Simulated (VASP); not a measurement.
Here is a VASP 6.6.1 calculation.

INCAR

```
SYSTEM = MoS2
PREC     = Accurate       ! precision mode
ENCUT    = 520            ! plane-wave cutoff, eV
EDIFF    = 1E-7           ! SCF threshold, eV
ISMEAR   = 0              ! smearing method
SIGMA    = 0.02           ! smearing width, eV
LREAL    = .FALSE.        ! projectors in reciprocal space
LASPH    = .TRUE.         ! aspherical terms in the spheres
NELM     = 60             ! most SCF steps
ALGO     = Normal         ! electronic algorithm
ISIF     = 2              ! what is computed and relaxed
LWAVE    = .FALSE.        ! write WAVECAR
LCHARG   = .FALSE.        ! write CHGCAR
GGA      = PE             ! functional
NBANDS   = 49             ! bands
```

Contents of KPOINTS:

```
regular mesh
0
G
  12 12 2
  0 0 0
```

POSCAR

```
MoS2
1.0
    3.0896213532      0.0000000000      0.0000000000
   -1.5448106766      2.6756905799      0.0000000000
    0.0000000000      0.0000000000     21.6455546867
Mo S
3 6
Direct
    0.0000000000      0.0000000000      0.0002226566
    0.6666666667      0.3333333333      0.3335559900
    0.3333333333      0.6666666667      0.6668893233
    0.3333333333      0.6666666667      0.2598483868
    0.6666666667      0.3333333333      0.0739279566
    0.0000000000      0.0000000000      0.5931817201
    0.3333333333      0.6666666667      0.4072612899
    0.6666666667      0.3333333333      0.9265150535
    0.0000000000      0.0000000000      0.7405946232
```

Potentials or basis: VASP PAW PBE potentials, release 64 (Mo_sv, S).

Command:

```sh
$ cat potpaw_PBE.64/Mo_sv/POTCAR potpaw_PBE.64/S/POTCAR > POTCAR
$ mpirun -np 1 vasp_std > vasp.out
```

Q: Predict the pressure.

A: 5.1 GPa.

Q: Estimate the largest force.

A: 0.013 eV/Å.

Q: Predict the band gap on the k mesh.

A: 1.60 eV.

Stress tensor (GPa, compression positive):
```
 7.62  0.00  0.00
 0.00  7.62  0.00
 0.00  0.00 -0.03
```

Caveat: the cell differs from its parent crystal (equal strain along all axes, cell held: -3.0 %, then relaxed in part); the stress differs along the axes, from -0 to 8 GPa; this functional lacks dispersion, which binds layers or chains, so the pressure and a relaxed spacing across them are unreliable. A k mesh can miss the band edges.
